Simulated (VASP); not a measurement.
# HgTe (zincblende type) (F-43m) in VASP: notebook, part 2 of 2

VASP 6.6.1. Earlier steps stand in the parts before.

### Step 3. Single point, PBE (volume scaled by 0.55)

INCAR reads:

```
SYSTEM = HgTe
ALGO     = Normal         ! electronic algorithm
EDIFF    = 1E-6           ! SCF threshold, eV
ENCUT    = 520            ! plane-wave cutoff, eV
GGA      = PE             ! functional
ISIF     = 2              ! what is computed and relaxed
ISMEAR   = -1             ! smearing method
LASPH    = .True.         ! aspherical terms in the spheres
LCHARG   = .True.         ! write CHGCAR
LELF     = .True.         ! ELF
LREAL    = .False.        ! projectors in reciprocal space
LVHAR    = .True.       
LWAVE    = .False.        ! write WAVECAR
NBANDS   = 16             ! bands
NELM     = 60             ! most SCF steps
PREC     = Accurate       ! precision mode
SIGMA    = 0.05           ! smearing width, eV
```

KPOINTS reads:

```
k-points
0
Gamma
  11 11 11
  0 0 0
```

POSCAR reads:

```
HgTe
1.0
    0.0000000000      2.7249518544      2.7249518544
    2.7249518544      0.0000000000      2.7249518544
    2.7249518544      2.7249518544      0.0000000000
Hg Te
1 1
Direct
    0.0000000000      0.0000000000      0.0000000000
    0.2500000000      0.2500000000      0.2500000000
```

Potentials or basis: VASP PAW PBE potentials, release 64 (Hg, Te).

On the command line:

```console
> cat potpaw_PBE.64/Hg/POTCAR potpaw_PBE.64/Te/POTCAR > POTCAR
> mpirun -np 1 vasp_std > vasp.out
```

OUTCAR:

```text
SYSTEM = HgTe
   EDIFF = 1E-6
   ENCUT = 520
   GGA = PE
   ISIF = 2
   ISMEAR = -1
   LASPH = .True.
   LREAL = .False.
   NELM = 60
   PREC = Accurate

 ion  position               nearest neighbor table
   1  0.000  0.000  0.000-   2 2.36   2 2.36   2 2.36   2 2.36
   2  0.250  0.250  0.250-   1 2.36   1 2.36   1 2.36   1 2.36

  LATTYP: Found a face centered cubic cell.
 ALAT       =     5.4499037088

  Lattice vectors:

 A1 = (   0.0000000000,   2.7249518544,   2.7249518544)
 A2 = (   2.7249518544,   0.0000000000,   2.7249518544)
 A3 = (   2.7249518544,   2.7249518544,   0.0000000000)

Analysis of symmetry for initial positions (statically):
=====================================================================
 Subroutine PRICEL returns:
 Original cell was already a primitive cell.

 Routine SETGRP: Setting up the symmetry group for a
 face centered cubic supercell.

 Subroutine GETGRP returns: Found 24 space group operations
 (whereof 24 operations were pure point group operations)
 out of a pool of 48 trial point group operations.

The static configuration has the point symmetry T_d .

Analysis of symmetry for dynamics (positions and initial velocities):
=====================================================================
 Subroutine PRICEL returns:
 Original cell was already a primitive cell.

 Routine SETGRP: Setting up the symmetry group for a
 face centered cubic supercell.

 Subroutine GETGRP returns: Found 24 space group operations
 (whereof 24 operations were pure point group operations)
 out of a pool of 48 trial point group operations.

The dynamic configuration has the point symmetry T_d .

 Subroutine INISYM returns: Found 24 space group operations
 (whereof 24 operations are pure point group operations),
 and found     1 'primitive' translations

----------------------------------------------------------------------------------------

                                     Primitive cell

  volume of cell :      40.4675

  direct lattice vectors                    reciprocal lattice vectors
     0.000000000  2.724951854  2.724951854    -0.183489480  0.183489480  0.183489480
     2.724951854  0.000000000  2.724951854     0.183489480 -0.183489480  0.183489480
     2.724951854  2.724951854  0.000000000     0.183489480  0.183489480 -0.183489480

  length of vectors
     3.853663869  3.853663869  3.853663869     0.317813103  0.317813103  0.317813103

  position of ions in fractional coordinates (direct lattice)
     0.000000000  0.000000000  0.000000000
     0.250000000  0.250000000  0.250000000

  ion indices of the primitive-cell ions
   primitive index   ion index
                 1           1
                 2           2

----------------------------------------------------------------------------------------

 KPOINTS: k-points

Automatic generation of k-mesh.
 Grid dimensions read from file:
 generate k-points for:   11   11   11

 Generating k-lattice:

  Cartesian coordinates                     Fractional coordinates (reciprocal lattice)
    -0.016680862  0.016680862  0.016680862     0.090909091  0.000000000  0.000000000
     0.016680862 -0.016680862  0.016680862     0.000000000  0.090909091  0.000000000
     0.016680862  0.016680862 -0.016680862     0.000000000  0.000000000  0.090909091

  Length of vectors
     0.028892100  0.028892100  0.028892100

  Shift w.r.t. Gamma in fractional coordinates (k-lattice)
     0.000000000  0.000000000  0.000000000

 Subroutine IBZKPT returns following result:
 ===========================================

 Found     56 irreducible k-points:

 Following reciprocal coordinates:
            Coordinates               Weight
  0.000000  0.000000  0.000000      1.000000
  0.090909  0.000000  0.000000      8.000000
  0.181818  0.000000  0.000000      8.000000
  0.272727  0.000000  0.000000      8.000000
  0.363636  0.000000  0.000000      8.000000
  0.454545  0.000000  0.000000      8.000000
[... 16 lines left out ...]
 -0.272727  0.181818  0.000000     24.000000
 -0.181818  0.181818  0.000000     12.000000
 [... further k-points ...]
   k-points           NKPTS =     56   k-points in BZ     NKDIM =     56   number of bands    NBANDS=     16
   number of dos      NEDOS =    301   number of ions     NIONS =      2
   total plane-waves  NPLWV =  27000
   dimension x,y,z NGX =    30 NGY =   30 NGZ =   30
   dimension x,y,z NGXF=    60 NGYF=   60 NGZF=   60
   ions per type =               1   1
   NGX,Y,Z   is equivalent  to a cutoff of  12.94, 12.94, 12.94 a.u.
   NGXF,Y,Z  is equivalent  to a cutoff of  25.88, 25.88, 25.88 a.u.
 SYSTEM =  HgTe
   PREC   = accura    normal or accurate (medium, high low for compatibility)
   ISTART =      0    job   : 0-new  1-cont  2-samecut
   ICHARG =      2    charge: 1-file 2-atom 10-const
   ISPIN  =      1    spin polarized calculation?
   LNONCOLLINEAR =      F non collinear calculations
   LSORBIT =      F    spin-orbit coupling
   LASPH  =      T    aspherical Exc in radial PAW
   ENCUT  =  520.0 eV  38.22 Ry    6.18 a.u.   7.17  7.17  7.17*2*pi/ulx,y,z
   NELM   =     60;   NELMIN=  2; NELMDL= -5     # of ELM steps
   EDIFF  = 0.1E-05   stopping-criterion for ELM
   LREAL  =      F    real-space projection
   EDIFFG = 0.1E-04   stopping-criterion for IOM
   NSW    =      0    number of steps for IOM
   IBRION =     -1    ionic relax: 0-MD 1-quasi-New 2-CG
   NFREE  =      0    steps in history (QN), initial steepest desc. (CG)
   ISIF   =      2    stress and relaxation
   ISYM   =      2    0-nonsym 1-usesym 2-fastsym
   POTIM  = 0.5000    time-step for ionic-motion
   TEBEG  =    0.0;   TEEND  =   0.0 temperature during run
   PSTRESS=    0.0 pullay stress
   NELECT =      18.0000    total number of electrons
   NUPDOWN=      -1.0000    fix difference up-down
   EMIN   =  10.00;   EMAX   =-10.00  energy-range for DOS
   EFERMI =   0.00;   METHOD = LEGACY
   ISMEAR =    -1;   SIGMA  =   0.05  broadening in eV -4-tet -1-fermi 0-gaus
   EFERMI_NEDOS =   21; number of points for ismear=-14 and -15
   IALGO  =     38    algorithm
   IMIX   =      4    mixing-type and parameters
     AMIX     =   0.40;   BMIX     =  1.00
     AMIX_MAG =   1.60;   BMIX_MAG =  1.00
  volume/ion in A,a.u.               =      20.23       136.54
  Fermi-wavevector in a.u.,A,eV,Ry     =   1.249674  2.361542 21.248026  1.561686
  Thomas-Fermi vector in A             =   2.383704
   LORBIT       =      0    0 simple, 1 ext, 2 COOP (PROOUT), +10 PAW based schemes
   GGA     = PE    functional components
   LHFCALC =     F    Hartree Fock is set to
   AEXX    =    0.0000 exact exchange contribution
   IVDW    =     0    specifies the selected vdW correction
   LEPSILON=     F    determine dielectric tensor
   LRPA    =     F    only Hartree local field effects (RPA)
 non-spin polarized calculation
  energy-cutoff  :      520.00
  volume of cell :       40.47
 maximum number of plane-waves:      1105
 NGX is ok and might be reduce to    30
   NGX = 15   NGY = 15   NGZ = 15

 number of electron      18.0000002 magnetization

 Free energy of the ion-electron system (eV)
  ---------------------------------------------------
  ext. energy  EPLUGINS =         0.00000000
  ---------------------------------------------------
  free energy    TOTEN  =         1.76920314 eV

  energy without entropy =        1.76927559  energy(sigma->0) =        1.76923936

 E-fermi :  10.8580     XC(G=0): -11.2793

 val. band max:       10.6838627960   @ k =   0.0000   0.0000   0.0000
 cond. band min:      11.0795866851   @ k =   0.3636   0.3636   0.0000
 fundamental gap:      0.3957238892
 Fermi energy:        10.8580193545

 k-point     1 :       0.0000    0.0000    0.0000
  band No.  band energies     occupation
      1      -6.9077      2.00000
      2      -1.4627      2.00000
      3      -1.4627      2.00000
      4      -1.4627      2.00000
      5      -0.1165      2.00000
      6      -0.1165      2.00000
[... 8 lines left out ...]
     15      19.2017      0.00000
     16      19.2017      0.00000

 k-point     2 :       0.0909    0.0000    0.0000
  band No.  band energies     occupation
      1      -6.8106      2.00000
      2      -1.4661      2.00000
      3      -1.4321      2.00000
      4      -1.4321      2.00000
      5      -0.1249      2.00000
      6      -0.1249      2.00000
[... 8 lines left out ...]
     15      18.7898      0.00000
     16      18.7898      0.00000
[... 387 lines left out ...]
      5      -0.2088      2.00000
      6       0.0151      2.00000
[... 8 lines left out ...]
     15      19.6770      0.00000
     16      21.4825      0.00000

 k-point    24 :      -0.1818    0.1818    0.0000
  band No.  band energies     occupation
      1      -6.0265      2.00000
      2      -1.3392      2.00000
      3      -1.2186      2.00000
      4      -1.1695      2.00000
      5      -0.2191      2.00000
      6      -0.0456      2.00000
[... 8 lines left out ...]
     15      19.7830      0.00000
     16      20.5790      0.00000

 [... further k-points ...]
[... 5 lines left out ...]
  --------------------------------------------------------------------------------------
  -------------------------------------------------------------------------------------
  Total       24.0591170     24.0591170     24.0591170      0.0000000      0.0000000      0.0000000
  in kB      952.5412019    952.5412019    952.5412019      0.0000000      0.0000000      0.0000000
  external PRESSURE =     952.5412019 kB  Pullay stress =       0.0000000 kB

 VOLUME and BASIS-vectors are now :
 -----------------------------------------------------------------------------
  energy-cutoff  :      520.00
  volume of cell :       40.47
      direct lattice vectors                 reciprocal lattice vectors
     0.000000000  2.724951854  2.724951854    -0.183489480  0.183489480  0.183489480
     2.724951854  0.000000000  2.724951854     0.183489480 -0.183489480  0.183489480
     2.724951854  2.724951854  0.000000000     0.183489480  0.183489480 -0.183489480

 POSITION                                       TOTAL-FORCE (eV/Angst)
 -----------------------------------------------------------------------------------
      0.00000      0.00000      0.00000         0.000000      0.000000      0.000000
      1.36248      1.36248      1.36248        -0.000000     -0.000000     -0.000000
 -----------------------------------------------------------------------------------
    total drift:                                0.000000      0.000000      0.000001

  FREE ENERGIE OF THE ION-ELECTRON SYSTEM (eV)
  ---------------------------------------------------
  free  energy   TOTEN  =         1.7692031383 eV

  energy  without entropy=        1.7692755866  energy(sigma->0) =        1.76923936
```

It took 37 s on 1 thread of Intel Xeon Platinum 8259CL at 2.50GHz (Skylake/Cascade Lake), shared host; peak memory 0.19 GiB.

What came out:

```yaml
Free_energy: 1.7692 eV
Pressure: 95.3 GPa
Band_gap_on_the_k_mesh: 0.40 eV, indirect (least direct gap 0.55 eV)
```

Levels at points of the mesh, in eV from the valence-band top:
```tsv
k point	band 5	band 6	band 7	band 8	band 9	band 10	band 11	band 12	band 13	band 14
(0.00, 0.00, 0.00)	-10.80	-10.80	0.00	0.00	0.00	0.55	2.64	2.64	2.64	5.53
```

Caveat: spin-orbit coupling is left out, which moves the levels of the heavy elements. A k mesh can miss the band edges.

### Step 4. Single point, PBE (volume scaled by 0.64)

INCAR reads:

```
PREC = Accurate
ENCUT = 520
EDIFF = 1E-6
ISMEAR = -1
SIGMA = 0.05
LREAL = False
LASPH = True
NELM = 100
ALGO = Normal
ISIF = 2
LWAVE = False
LCHARG = False
GGA = PE
NBANDS = 16
```

KPOINTS reads:

```
regular mesh
0
Gamma
  11 11 11
```

POSCAR reads:

```
HgTe
1.0
    0.0000000000      2.8661434845      2.8661434845
    2.8661434845      0.0000000000      2.8661434845
    2.8661434845      2.8661434845      0.0000000000
Hg Te
1 1
Direct
    0.0000000000      0.0000000000      0.0000000000
    0.2500000000      0.2500000000      0.2500000000
```

On the command line:

```console
> cat potpaw_PBE.64/Hg/POTCAR potpaw_PBE.64/Te/POTCAR > POTCAR
> mpirun -np 1 vasp_std > vasp.out
```

Wall time 36 s (1 thread of Intel Xeon Platinum 8259CL at 2.50GHz (Skylake/Cascade Lake), shared host); peak memory 0.19 GiB.

Results (log left out):

| Quantity | Value |
| --- | --- |
| Free energy | -1.0902 eV |
| Pressure | 48.4 GPa |
| Band gap on the k mesh | 0.24 eV, direct |

Levels at points of the mesh, in eV from the valence-band top:
| k point | band 5 | band 6 | band 7 | band 8 | band 9 | band 10 | band 11 | band 12 | band 13 | band 14 |
| --- | --- | --- | --- | --- | --- | --- | --- | --- | --- | --- |
| (0.00, 0.00, 0.00) | -9.26 | -9.26 | 0.00 | 0.00 | 0.00 | 0.24 | 3.25 | 3.25 | 3.25 | 5.98 |

Caveat: spin-orbit coupling is left out, which moves the levels of the heavy elements. A k mesh can miss the band edges.

### Step 5. Single point, PBE (volume scaled by 0.64)

INCAR reads:

```
SYSTEM = HgTe
PREC = Accurate ; ENCUT = 520
EDIFF = 1E-7 ; ISMEAR = -1
SIGMA = 0.05 ; LREAL = .FALSE.
LASPH = .TRUE. ; NELM = 100
ALGO = Normal ; ISIF = 2
LWAVE = .FALSE. ; LCHARG = .TRUE.
GGA = PE ; LELF = .TRUE.
LVHAR = .TRUE. ; NBANDS = 16
```

KPOINTS reads:

```
regular mesh
0
G
  11 11 11
  0 0 0
```

POSCAR is that of step 4.

On the command line:

```console
> cat potpaw_PBE.64/Hg/POTCAR potpaw_PBE.64/Te/POTCAR > POTCAR
> mpirun -np 1 vasp_std > vasp.out
```

Run time: 46 s. Hardware: 1 thread of Intel Xeon Platinum 8259CL at 2.50GHz (Skylake/Cascade Lake), shared host; peak memory 0.2 GiB.

The run converged. Its results:

```
Free energy            : -1.0902 eV
Pressure               : 48.4 GPa
Band gap on the k mesh : 0.24 eV, direct
```

Levels at points of the mesh, in eV from the valence-band top:
| k point | band 5 | band 6 | band 7 | band 8 | band 9 | band 10 | band 11 | band 12 | band 13 | band 14 |
| --- | --- | --- | --- | --- | --- | --- | --- | --- | --- | --- |
| (0.00, 0.00, 0.00) | -9.26 | -9.26 | 0.00 | 0.00 | 0.00 | 0.24 | 3.25 | 3.25 | 3.25 | 5.98 |

Caveat: spin-orbit coupling is left out, which moves the levels of the heavy elements.

### Step 6. Single point, PBE (volume scaled by 0.72)

INCAR reads:

```
SYSTEM = HgTe
PREC = Accurate
ENCUT = 520
EDIFF = 1E-7
ISMEAR = -1
SIGMA = 0.05
LREAL = .FALSE.
LASPH = .TRUE.
NELM = 100
ALGO = Normal
ISIF = 2
LWAVE = .FALSE.
LCHARG = .FALSE.
GGA = PE
NBANDS = 16
```

KPOINTS reads:

```
Automatic mesh
0
G
  11 11 11
  0 0 0
```

POSCAR reads:

```
HgTe
1.0
    0.0000000000      2.9809093484      2.9809093484
    2.9809093484      0.0000000000      2.9809093484
    2.9809093484      2.9809093484      0.0000000000
Hg Te
1 1
Direct
    0.0000000000      0.0000000000      0.0000000000
    0.2500000000      0.2500000000      0.2500000000
```

Potentials or basis: VASP PAW PBE potentials, release 64 (Hg, Te).

On the command line:

```console
> cat potpaw_PBE.64/Hg/POTCAR potpaw_PBE.64/Te/POTCAR > POTCAR
> mpirun -np 1 vasp_std > vasp.out
```

It took 35 s on 1 thread of Intel Xeon Platinum 8259CL at 2.50GHz (Skylake/Cascade Lake), shared host; peak memory 0.2 GiB.

Results (log left out):

```yaml
Free_energy: -2.4282 eV
Pressure: 26.4 GPa
Band_gap_on_the_k_mesh: zero (filled and empty bands touch)
```

Levels at points of the mesh, in eV from the Fermi level:
| k point | band 7 | band 8 | band 9 | band 10 | band 11 | band 12 |
| --- | --- | --- | --- | --- | --- | --- |
| (0.00, 0.00, 0.00) | -0.13 | -0.06 | -0.06 | -0.06 | 3.59 | 3.59 |

Caveat: spin-orbit coupling is left out, which moves the levels of the heavy elements.

### Step 7. Overview

| cell | gap on the mesh (eV) | pressure (GPa) |
| --- | --- | --- |
| a = 3.854 Å, angles 60.0°, 2 atoms | 0.40 | 95.3 |
| a = 4.053 Å, angles 60.0°, 2 atoms | 0.24 | 48.4 |
| a = 4.216 Å, angles 60.0°, 2 atoms | none | 26.4 |

Alike in all rows: task single point; level PBE; potentials or basis VASP PAW PBE potentials, release 64 (Hg, Te); no spin polarisation; k mesh 11 × 11 × 11; cutoff (eV) 520; smearing fermi-dirac 0.05 eV.

Caveats: spin-orbit coupling is left out, which moves the levels of the heavy elements.

Absolute energies hang on the potentials; compare differences alone.
